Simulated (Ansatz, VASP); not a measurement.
**Two plane-wave programs on ZnCu**

The input INCAR:

```
SYSTEM = ZnCu
  PREC = Accurate
  ENCUT = 520
  EDIFF = 1E-7
  ISMEAR = 0
  SIGMA = 0.15
  LREAL = .False.
  LASPH = .True.
  NELM = 60
  ALGO = Fast
  ISIF = 2
  LWAVE = .False.
  LCHARG = .False.
  GGA = PS
  NBANDS = 18
```

KPOINTS

```
regular mesh
0
Gamma
  16 16 16
  0 0 0
```

File POSCAR:

```
ZnCu
1.0
    2.9450000000      0.0000000000      0.0000000000
    0.0000000000      2.9450000000      0.0000000000
    0.0000000000      0.0000000000      2.9891750000
Zn Cu
1 1
Direct
    0.5000000000      0.5000000000      0.5000000000
    0.0000000000      0.0000000000      0.0000000000
```

Input for Ansatz:

```yaml
crystal:
  lattice:
    - [2.945, 0.0, 0.0]
    - [0.0, 2.945, 0.0]
    - [0.0, 0.0, 2.989175]
  atoms:
    - { symbol: Zn, position: [0.5, 0.5, 0.5] }
    - { symbol: Cu, position: [0.0, 0.0, 0.0] }
basis:
  ecutwfc: 420
kpoints:
  mp_grid: { grid: [16, 16, 16] }
hamiltonian:
  xc: pbesol
scf:
  occupations: { method: gaussian, width: 0.15 }
output:
  forces: true
  stress: true
  eigenvalues: true
```

Change from the starting cell: strain +0.000 along x and y, +0.015 along z, atoms carried along.

Alike in both runs: task single point; functional PBEsol; k mesh 16 × 16 × 16; occupations gaussian, width 0.15 eV; no spin polarisation.

```csv
,VASP,Ansatz
version,VASP 6.6.1,Ansatz 0.2.0
potentials or method,"VASP PAW PBE potentials, release 64 (Zn, Cu), cutoff 520 eV","scalar-relativistic, plane waves, PAW"
valence electrons in the cell,23,31
```

Ansatz gave:

```
gap on the k mesh at the Fermi level (eV) : none
pressure (GPa)                            : -6.3
```

Problem. What did VASP give for the same quantities?

Solution. gap on the k mesh at the Fermi level (eV): none; pressure (GPa): -5.6.

VASP's potentials were made for PBE, not for PBEsol. A gap of «none» marks a metal or a gap that the smearing closes. With one functional, cell and mesh, what is left measures potentials, basis and numerics. VASP's potentials hold 23 valence electrons a cell and Ansatz's 31, so a difference there can come from the potentials and not from the codes.
